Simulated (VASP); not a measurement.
Input of a VASP 6.6.1 run:

The input INCAR:

```
PREC = Accurate
ENCUT = 520
EDIFF = 1E-6
ISMEAR = 0
SIGMA = 0.1
LREAL = False
LASPH = True
NELM = 150
ALGO = Normal
ISIF = 2
LWAVE = False
LCHARG = True
ISPIN = 2
MAGMOM = 0 0 0 1 1 0
LORBIT = 11
LMAXMIX = 4
GGA = PE
LELF = True
LVHAR = True
NBANDS = 29
```

File KPOINTS:

```
regular mesh
0
Gamma
  6 6 6
```

File POSCAR:

```
Be3Pd2S
1.0
    2.5588637600      1.4773606800      3.6637748500
   -2.5588637600      1.4773606800      3.6637748500
    0.0000000000     -2.9547213600      3.6637748500
Be Pd S
3 2 1
Direct
    0.5000000000      0.5000000000      0.0000000000
    0.0000000000      0.5000000000      0.5000000000
    0.5000000000      0.0000000000      0.5000000000
    0.2035507600      0.2035507600      0.2035507600
    0.7964492400      0.7964492400      0.7964492400
    0.0000000000      0.0000000000      0.0000000000
```

Potentials or basis: VASP PAW PBE potentials, release 64 (Be, Pd, S).

The run is started by

```sh
$ cat potpaw_PBE.64/Be/POTCAR potpaw_PBE.64/Pd/POTCAR potpaw_PBE.64/S/POTCAR > POTCAR
$ mpirun -np 1 vasp_std > vasp.out
```

**Question.** Estimate the net moment.

**Answer.** 0.00 μB per cell.

**Question.** Estimate the pressure.

**Answer.** 16.4 GPa.

Stress tensor (GPa, compression positive):
```
 8.33  0.00  0.00
 0.00  8.33  0.00
 0.00  0.00 32.65
```

Caveat: the stress differs along the axes, from 8 to 33 GPa.
